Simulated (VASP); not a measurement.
# I (Cmce) in VASP: notebook

The runs below take I through single point, with r2SCAN.

All numbers are computed with VASP 6.6.1; they aren't measurements. Logs are shortened: lines on timing, memory, paths and dates and some standing lists are left out, and cuts for length are marked.

## 1. The cell of the first run

The structure is orthorhombic, space group Cmce (No. 64). Conventional cell: a = 7.172 Å, b = 4.725 Å, c = 9.661 Å, α = 90.00°, β = 90.00°, γ = 90.00°. I (site symmetry m) has 1 I at 2.64 Å within 3.5 Å.

## 2. Single point, r2SCAN

Input file POSCAR:

```
I
1.0
    3.5859068830     -2.3626508969      0.0000000000
    3.5859068830      2.3626508969      0.0000000000
    0.0000000000      0.0000000000      9.6610799909
I
4
Direct
    0.6493000000      0.3507000000      0.3844000000
    0.1493000000      0.8507000000      0.1156000000
    0.3507000000      0.6493000000      0.6156000000
    0.8507000000      0.1493000000      0.8844000000
```

Input file INCAR.step1:

```
SYSTEM = I
PREC = Accurate ; ENCUT = 520
ISMEAR = -1 ; SIGMA = 0.05
LREAL = .False. ; LASPH = .True.
NELM = 80 ; NBANDS = 22
GGA = PE ; ALGO = Normal
EDIFF = 1E-4 ; LWAVE = .True.
LCHARG = .False.
```

Input file INCAR.step2:

```
SYSTEM = I
PREC = Accurate ; ENCUT = 520
EDIFF = 1E-6 ; ISMEAR = -1
SIGMA = 0.05 ; LREAL = .False.
LASPH = .True. ; NELM = 80
ALGO = Normal ; ISIF = 2
LWAVE = .False. ; LCHARG = .False.
METAGGA = R2SCAN ; LMIXTAU = .True.
NBANDS = 22 ; ISTART = 1
```

Input file KPOINTS:

```
Automatic mesh
0
Gamma
  7 7 3
  0 0 0
```

Potentials or basis: VASP PAW PBE potentials, release 64 (I).

The run is started by

```sh
> cat potpaw_PBE.64/I/POTCAR > POTCAR
> cp INCAR.step1 INCAR
> mpirun -np 1 vasp_std > vasp.out
> cp INCAR.step2 INCAR
> mpirun -np 1 vasp_std > vasp.out
```

OUTCAR:

```text
SYSTEM = I
   PREC = Accurate
   ENCUT = 520
   EDIFF = 1E-6
   ISMEAR = -1
   LREAL = .False.
   LASPH = .True.
   NELM = 80
   ISIF = 2
   METAGGA = R2SCAN
   ISTART = 1

 ion  position               nearest neighbor table
   1  0.649  0.351  0.384-   3 2.64   2 3.51   2 3.51
   2  0.149  0.851  0.116-   4 2.64   1 3.51   1 3.51
   3  0.351  0.649  0.616-   1 2.64   4 3.51   4 3.51
   4  0.851  0.149  0.884-   2 2.64   3 3.51   3 3.51

  LATTYP: Found a base centered orthorhombic cell.
 ALAT       =     4.7253017938
 B/A-ratio  =     1.5177472422
 C/A-ratio  =     2.0445424255

  Lattice vectors:

 A1 = (  -3.5859068830,  -2.3626508969,   0.0000000000)
 A2 = (   3.5859068830,  -2.3626508969,   0.0000000000)
 A3 = (   0.0000000000,   0.0000000000,   9.6610799909)

Analysis of symmetry for initial positions (statically):
=====================================================================
 Subroutine PRICEL returns:
 Original cell was already a primitive cell.

 Routine SETGRP: Setting up the symmetry group for a
 base centered orthorhombic supercell.

 Subroutine GETGRP returns: Found  8 space group operations
 (whereof  4 operations were pure point group operations)
 out of a pool of  8 trial point group operations.

The static configuration has the point symmetry C_2h.
 The point group associated with its full space group is D_2h.

Analysis of symmetry for dynamics (positions and initial velocities):
=====================================================================
 Subroutine PRICEL returns:
 Original cell was already a primitive cell.

 Routine SETGRP: Setting up the symmetry group for a
 base centered orthorhombic supercell.

 Subroutine GETGRP returns: Found  8 space group operations
 (whereof  4 operations were pure point group operations)
 out of a pool of  8 trial point group operations.

The dynamic configuration has the point symmetry C_2h.
 The point group associated with its full space group is D_2h.

 Subroutine INISYM returns: Found  8 space group operations
 (whereof  4 operations are pure point group operations),
 and found     1 'primitive' translations

----------------------------------------------------------------------------------------

                                     Primitive cell

  volume of cell :     163.7021

  direct lattice vectors                    reciprocal lattice vectors
     3.585906883 -2.362650897  0.000000000     0.139434742 -0.211626695  0.000000000
     3.585906883  2.362650897  0.000000000     0.139434742  0.211626695  0.000000000
     0.000000000  0.000000000  9.661079991     0.000000000  0.000000000  0.103508097

  length of vectors
     4.294280782  4.294280782  9.661079991     0.253432250  0.253432250  0.103508097

  position of ions in fractional coordinates (direct lattice)
     0.649300000  0.350700000  0.384400000
     0.149300000  0.850700000  0.115600000
     0.350700000  0.649300000  0.615600000
     0.850700000  0.149300000  0.884400000

  ion indices of the primitive-cell ions
   primitive index   ion index
                 1           1
                 2           2
                 3           3
                 4           4

----------------------------------------------------------------------------------------

 KPOINTS: Automatic mesh

Automatic generation of k-mesh.
 Grid dimensions read from file:
 generate k-points for:    7    7    3

 Generating k-lattice:

  Cartesian coordinates                     Fractional coordinates (reciprocal lattice)
     0.019919249 -0.030232385  0.000000000     0.142857143  0.000000000  0.000000000
     0.019919249  0.030232385  0.000000000     0.000000000  0.142857143  0.000000000
     0.000000000  0.000000000  0.034502699     0.000000000  0.000000000  0.333333333

  Length of vectors
     0.036204607  0.036204607  0.034502699

  Shift w.r.t. Gamma in fractional coordinates (k-lattice)
     0.000000000  0.000000000  0.000000000

 Subroutine IBZKPT returns following result:
 ===========================================

 Found     32 irreducible k-points:

 Following reciprocal coordinates:
            Coordinates               Weight
  0.000000  0.000000  0.000000      1.000000
  0.142857  0.000000  0.000000      4.000000
  0.285714  0.000000  0.000000      4.000000
  0.428571  0.000000  0.000000      4.000000
  0.142857  0.142857  0.000000      2.000000
  0.285714  0.142857  0.000000      4.000000
[... 16 lines left out ...]
  0.428571  0.142857  0.333333      8.000000
 -0.428571  0.142857  0.333333      8.000000
 [... further k-points ...]
   k-points           NKPTS =     32   k-points in BZ     NKDIM =     32   number of bands    NBANDS=     22
   number of dos      NEDOS =    301   number of ions     NIONS =      4
   total plane-waves  NPLWV =  73728
   dimension x,y,z NGX =    32 NGY =   32 NGZ =   72
   dimension x,y,z NGXF=    64 NGYF=   64 NGZF=  144
   ions per type =               4
   NGX,Y,Z   is equivalent  to a cutoff of  12.39, 12.39, 12.39 a.u.
   NGXF,Y,Z  is equivalent  to a cutoff of  24.78, 24.78, 24.78 a.u.
 SYSTEM =  I
   PREC   = accura    normal or accurate (medium, high low for compatibility)
   ISTART =      1    job   : 0-new  1-cont  2-samecut
   ICHARG =      0    charge: 1-file 2-atom 10-const
   ISPIN  =      1    spin polarized calculation?
   LNONCOLLINEAR =      F non collinear calculations
   LSORBIT =      F    spin-orbit coupling
   LASPH  =      T    aspherical Exc in radial PAW
   ENCUT  =  520.0 eV  38.22 Ry    6.18 a.u.   7.98  7.98 17.96*2*pi/ulx,y,z
   NELM   =     80;   NELMIN=  2; NELMDL=  0     # of ELM steps
   EDIFF  = 0.1E-05   stopping-criterion for ELM
   LREAL  =      F    real-space projection
   EDIFFG = 0.1E-04   stopping-criterion for IOM
   NSW    =      0    number of steps for IOM
   IBRION =     -1    ionic relax: 0-MD 1-quasi-New 2-CG
   NFREE  =      0    steps in history (QN), initial steepest desc. (CG)
   ISIF   =      2    stress and relaxation
   ISYM   =      2    0-nonsym 1-usesym 2-fastsym
   POTIM  = 0.5000    time-step for ionic-motion
   TEBEG  =    0.0;   TEEND  =   0.0 temperature during run
   PSTRESS=    0.0 pullay stress
   NELECT =      28.0000    total number of electrons
   NUPDOWN=      -1.0000    fix difference up-down
   EMIN   =  10.00;   EMAX   =-10.00  energy-range for DOS
   EFERMI =   0.00;   METHOD = LEGACY
   ISMEAR =    -1;   SIGMA  =   0.05  broadening in eV -4-tet -1-fermi 0-gaus
   EFERMI_NEDOS =   21; number of points for ismear=-14 and -15
   IALGO  =     38    algorithm
   IMIX   =      4    mixing-type and parameters
     AMIX     =   0.40;   BMIX     =  1.00
     AMIX_MAG =   1.60;   BMIX_MAG =  1.00
  volume/ion in A,a.u.               =      40.93       276.18
  Fermi-wavevector in a.u.,A,eV,Ry     =   0.908747  1.717282 11.235967  0.825820
  Thomas-Fermi vector in A             =   2.032709
   LORBIT       =      0    0 simple, 1 ext, 2 COOP (PROOUT), +10 PAW based schemes
   METAGGA = R2SCAN    functional components
   LHFCALC =     F    Hartree Fock is set to
   AEXX    =    0.0000 exact exchange contribution
   IVDW    =     0    specifies the selected vdW correction
   LEPSILON=     F    determine dielectric tensor
   LRPA    =     F    only Hartree local field effects (RPA)
 non-spin polarized calculation
  energy-cutoff  :      520.00
  volume of cell :      163.70
 maximum number of plane-waves:      4434
   NGX = 15   NGY = 15   NGZ = 35

 number of electron      27.9999999 magnetization

 Free energy of the ion-electron system (eV)
  ---------------------------------------------------
  ext. energy  EPLUGINS =         0.00000000
  ---------------------------------------------------
  free energy    TOTEN  =       -98.07418588 eV

  energy without entropy =      -98.07418586  energy(sigma->0) =      -98.07418587

 E-fermi :   3.4856     XC(G=0):  -8.5769

 val. band max:        2.6378657490   @ k =   0.0000   0.0000   0.0000
 cond. band min:       4.3071724503   @ k =   0.4286   0.4286   0.0000
 fundamental gap:      1.6693067013
 Fermi energy:         3.4855987882

 k-point     1 :       0.0000    0.0000    0.0000
  band No.  band energies     occupation
      1     -11.6408      2.00000
      2     -11.1230      2.00000
      3      -9.2914      2.00000
      4      -8.1427      2.00000
      5      -2.2446      2.00000
      6      -0.7009      2.00000
[... 14 lines left out ...]
     21      10.6119      0.00000
     22      10.6653      0.00000

 k-point     2 :       0.1429    0.0000    0.0000
  band No.  band energies     occupation
      1     -11.5690      2.00000
      2     -11.0923      2.00000
      3      -9.2326      2.00000
      4      -8.2042      2.00000
      5      -2.2312      2.00000
      6      -0.8715      2.00000
[... 14 lines left out ...]
     21      10.1768      0.00000
     22      10.5575      0.00000

 k-point     3 :       0.2857    0.0000    0.0000
  band No.  band energies     occupation
      1     -11.3831      2.00000
      2     -11.0353      2.00000
      3      -9.0753      2.00000
      4      -8.3771      2.00000
      5      -2.2452      2.00000
      6      -1.4195      2.00000
[... 14 lines left out ...]
     21      10.5972      0.00000
     22      11.4003      0.00000

 k-point     4 :       0.4286    0.0000    0.0000
  band No.  band energies     occupation
      1     -11.1696      2.00000
      2     -11.0394      2.00000
      3      -8.8598      2.00000
      4      -8.6161      2.00000
      5      -2.2451      2.00000
      6      -1.9870      2.00000
[... 14 lines left out ...]
     21      11.1226      0.00000
     22      11.8161      0.00000

 k-point     5 :       0.1429    0.1429    0.0000
  band No.  band energies     occupation
      1     -11.5763      2.00000
      2     -11.0744      2.00000
      3      -9.2335      2.00000
      4      -8.1322      2.00000
      5      -2.1938      2.00000
      6      -0.7691      2.00000
[... 14 lines left out ...]
     21      10.5396      0.00000
     22      10.7698      0.00000

 k-point     6 :       0.2857    0.1429    0.0000
  band No.  band energies     occupation
      1     -11.4574      2.00000
      2     -11.0135      2.00000
      3      -9.1329      2.00000
      4      -8.1955      2.00000
      5      -2.1585      2.00000
      6      -1.0014      2.00000
[... 14 lines left out ...]
     21      10.6948      0.00000
     22      11.0137      0.00000

 k-point     7 :       0.4286    0.1429    0.0000
  band No.  band energies     occupation
      1     -11.2689      2.00000
      2     -10.9744      2.00000
      3      -8.9699      2.00000
      4      -8.3948      2.00000
      5      -2.1887      2.00000
      6      -1.5885      2.00000
[... 324 lines left out ...]
      6      -1.8229      2.00000
[... 14 lines left out ...]
     21      11.4978      0.00000
     22      11.9544      0.00000

 k-point    21 :       0.1429    0.1429    0.3333
  band No.  band energies     occupation
      1     -11.4779      2.00000
      2     -11.2355      2.00000
      3      -8.9395      2.00000
      4      -8.3998      2.00000
      5      -1.8800      2.00000
      6      -1.2074      2.00000
[... 14 lines left out ...]
     21      10.5569      0.00000
     22      10.6694      0.00000

 k-point    22 :       0.2857    0.1429    0.3333
  band No.  band energies     occupation
      1     -11.3680      2.00000
      2     -11.1521      2.00000
      3      -8.8823      2.00000
      4      -8.4209      2.00000
      5      -1.9229      2.00000
      6      -1.3791      2.00000
[... 14 lines left out ...]
     21      10.4472      0.00000
     22      10.7435      0.00000

 k-point    23 :       0.4286    0.1429    0.3333
  band No.  band energies     occupation
      1     -11.2052      2.00000
      2     -11.0597      2.00000
      3      -8.8188      2.00000
      4      -8.5334      2.00000
      5      -2.0137      2.00000
      6      -1.6284      2.00000
[... 14 lines left out ...]
     21      10.5218      0.00000
     22      11.0114      0.00000

 k-point    24 :      -0.4286    0.1429    0.3333
  band No.  band energies     occupation
      1     -11.0892      2.00000
      2     -11.0565      2.00000
      3      -8.7533      2.00000
      4      -8.6940      2.00000
      5      -1.9587      2.00000
      6      -1.8696      2.00000
[... 14 lines left out ...]
     21      11.2747      0.00000
     22      11.8190      0.00000

 [... further k-points ...]
[... 5 lines left out ...]
  --------------------------------------------------------------------------------------
  -------------------------------------------------------------------------------------
  Total        0.9851399      2.1499461      4.4678292      0.0000000     -0.0000000      0.0000000
  in kB        9.6417144     21.0418498     43.7273249      0.0000000     -0.0000000      0.0000000
  external PRESSURE =      24.8036297 kB  Pullay stress =       0.0000000 kB

 VOLUME and BASIS-vectors are now :
 -----------------------------------------------------------------------------
  energy-cutoff  :      520.00
  volume of cell :      163.70
      direct lattice vectors                 reciprocal lattice vectors
     3.585906883 -2.362650897  0.000000000     0.139434742 -0.211626695  0.000000000
     3.585906883  2.362650897  0.000000000     0.139434742  0.211626695  0.000000000
     0.000000000  0.000000000  9.661079991     0.000000000  0.000000000  0.103508097

 POSITION                                       TOTAL-FORCE (eV/Angst)
 -----------------------------------------------------------------------------------
      3.58591     -0.70549      3.71372         0.000000     -0.532022     -0.863026
      3.58591      1.65716      1.11682         0.000000     -0.532022      0.863026
      3.58591      0.70549      5.94736         0.000000      0.532022      0.863026
      3.58591     -1.65716      8.54426         0.000000      0.532022     -0.863026
 -----------------------------------------------------------------------------------
    total drift:                               -0.000000     -0.000000     -0.000000

  FREE ENERGIE OF THE ION-ELECTRON SYSTEM (eV)
  ---------------------------------------------------
  free  energy   TOTEN  =       -98.0741858818 eV

  energy  without entropy=      -98.0741858614  energy(sigma->0) =      -98.07418587
```

Wall time 4 min (1 thread of Intel Xeon 6975P-C, shared host); peak memory 0.33 GiB.

What came out:

```yaml
Free_energy: -98.0742 eV
Pressure: 2.5 GPa
Largest_force: 1.014 eV/Å
Band_gap_on_the_k_mesh: 1.67 eV, indirect (least direct gap 1.78 eV)
```

Forces on the atoms (eV/Å):
```
I    0.000 -0.532 -0.863
I    0.000 -0.532  0.863
I    0.000  0.532  0.863
I    0.000  0.532 -0.863
```

Levels at points of the mesh, in eV from the valence-band top:
```csv
k point,band 12,band 13,band 14,band 15,band 16,band 17
"(0.00, 0.00, 0.00)",-0.57,-0.07,0.00,1.78,2.63,5.63
```

Caveat: the PAW data sets were made with another functional, which shifts forces and pressure a little; spin-orbit coupling is left out, which moves the levels of the heavy elements. r2SCAN opens gaps a little over a GGA but as a rule still falls short of measured ones.

## 3. Single point, r2SCAN

This run uses another cell than the first one, of 41.78 Å³/atom, 1.021 times its volume.

Input file POSCAR:

```
I
1.0
    3.6106380569     -2.3789455559      0.0000000000
    3.6106380569      2.3789455559      0.0000000000
    0.0000000000      0.0000000000      9.7277102343
I
4
Direct
    0.6493000000      0.3507000000      0.3844000000
    0.1493000000      0.8507000000      0.1156000000
    0.3507000000      0.6493000000      0.6156000000
    0.8507000000      0.1493000000      0.8844000000
```

Input file INCAR.step1:

```
PREC = Accurate ; ENCUT = 520
ISMEAR = -1 ; SIGMA = 0.05
LREAL = False ; LASPH = True
NELM = 100 ; NBANDS = 22
GGA = PE ; ALGO = Normal
EDIFF = 1E-4 ; LWAVE = True
LCHARG = False
```

Input file INCAR.step2:

```
PREC = Accurate ; ENCUT = 520
EDIFF = 1E-7 ; ISMEAR = -1
SIGMA = 0.05 ; LREAL = False
LASPH = True ; NELM = 100
ALGO = Normal ; ISIF = 2
LWAVE = False ; LCHARG = False
METAGGA = R2SCAN ; LMIXTAU = True
NBANDS = 22 ; ISTART = 1
```

Input file KPOINTS:

```
Automatic mesh
0
Gamma
  7 7 3
```

Potentials or basis: VASP PAW PBE potentials, release 64 (I).

The run is started by

```sh
> cat potpaw_PBE.64/I/POTCAR > POTCAR
> cp INCAR.step1 INCAR
> mpirun -np 1 vasp_std > vasp.out
> cp INCAR.step2 INCAR
> mpirun -np 1 vasp_std > vasp.out
```

Run time: 4.6 min. Hardware: 1 thread of Intel Xeon 6975P-C, shared host; peak memory 0.33 GiB.

Results (log left out):

```yaml
Free_energy: -98.1200 eV
Pressure: 1.8 GPa
Largest_force: 0.815 eV/Å
Band_gap_on_the_k_mesh: 1.62 eV, indirect (least direct gap 1.72 eV)
```

Forces in eV/Å, atoms in the order of the input:
```
I    0.000 -0.413 -0.703
I    0.000 -0.413  0.703
I    0.000  0.413  0.703
I    0.000  0.413 -0.703
```

Stress tensor (GPa, compression positive):
```
0.79 0.00 0.00
0.00 1.45 0.00
0.00 0.00 3.14
```

Levels at points of the mesh, in eV from the valence-band top:
```
           k point  band 12  band 13  band 14  band 15  band 16  band 17
(0.00, 0.00, 0.00)    -0.55    -0.07     0.00     1.72     2.56     5.69
```

Caveat: the PAW data sets were made with another functional, which shifts forces and pressure a little; spin-orbit coupling is left out, which moves the levels of the heavy elements. r2SCAN opens gaps a little over a GGA but as a rule still falls short of measured ones.

## 4. Single point, r2SCAN

This run uses another cell than the first one, of 42.63 Å³/atom, 1.042 times its volume.

Input file POSCAR:

```
I
1.0
    3.6350350000     -2.3950200000      0.0000000000
    3.6350350000      2.3950200000      0.0000000000
    0.0000000000      0.0000000000      9.7934400000
I
4
Direct
    0.6493000000      0.3507000000      0.3844000000
    0.1493000000      0.8507000000      0.1156000000
    0.3507000000      0.6493000000      0.6156000000
    0.8507000000      0.1493000000      0.8844000000
```

Input file INCAR.step1:

```
PREC = Accurate
ENCUT = 520
ISMEAR = -1
SIGMA = 0.05
LREAL = F
LASPH = T
NELM = 80
NBANDS = 22
GGA = PE
ALGO = Normal
EDIFF = 1E-4
LWAVE = T
LCHARG = F
```

Input file INCAR.step2:

```
PREC = Accurate
ENCUT = 520
EDIFF = 1E-7
ISMEAR = -1
SIGMA = 0.05
LREAL = F
LASPH = T
NELM = 80
ALGO = Normal
ISIF = 2
LWAVE = F
LCHARG = F
METAGGA = R2SCAN
LMIXTAU = T
NBANDS = 22
ISTART = 1
```

Input file KPOINTS:

```
regular mesh
0
Gamma
  7 7 3
```

The run is started by

```sh
> cat potpaw_PBE.64/I/POTCAR > POTCAR
> cp INCAR.step1 INCAR
> mpirun -np 1 vasp_std > vasp.out
> cp INCAR.step2 INCAR
> mpirun -np 1 vasp_std > vasp.out
```

Run time: 5.5 min. Hardware: 1 thread of Intel Xeon 6975P-C, shared host; peak memory 0.35 GiB.

It converged, with:

```yaml
Free_energy: -98.1519 eV
Pressure: 1.2 GPa
Largest_force: 0.632 eV/Å
Band_gap_on_the_k_mesh: 1.57 eV, indirect (least direct gap 1.66 eV)
```

Forces on the atoms (eV/Å):
```
I    0.000 -0.303 -0.554
I    0.000 -0.303  0.554
I    0.000  0.303  0.554
I    0.000  0.303 -0.554
```

Stress tensor (GPa, compression positive):
```
0.63 0.00 0.00
0.00 0.87 0.00
0.00 0.00 2.03
```

Levels at points of the mesh, in eV from the valence-band top:
```tsv
k point	band 12	band 13	band 14	band 15	band 16	band 17
(0.00, 0.00, 0.00)	-0.53	-0.07	0.00	1.66	2.49	5.75
```

Caveat: the PAW data sets were made with another functional, which shifts forces and pressure a little; spin-orbit coupling is left out, which moves the levels of the heavy elements.

(Part 1 of 2 ends here.)
